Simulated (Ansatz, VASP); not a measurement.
# One calculation of ZrZn, two programs

```
Zr Zn
1.0
     3.29091    0.00000    0.00000
     0.00000    3.29091    0.00000
     0.00000    0.00000    3.29091
Zr Zn
1 1
Direct
  0.50000 0.50000 0.50000
  0.00000 0.00000 0.00000
```

Change from the starting cell: volume scaled by 0.96.

Alike in both runs: task single point; functional PBEsol; k mesh 10 × 10 × 10; occupations fermi-dirac, width 0.08 eV; no spin polarisation.

|  | VASP | Ansatz |
| --- | --- | --- |
| version | VASP 6.6.1 | Ansatz 0.2.0 |
| potentials or method | VASP PAW PBE potentials, release 64 (Zr_sv, Zn), cutoff 520 eV | all-electron LAPW, scalar-relativistic |

VASP gave:

- pressure (GPa): 0.4

Problem. What did Ansatz give for the same quantities?

Solution. Pressure (GPa): 0.2.

VASP's potentials were made for PBE, not for PBEsol. Ansatz ran all-electron here, and VASP with PAW potentials.
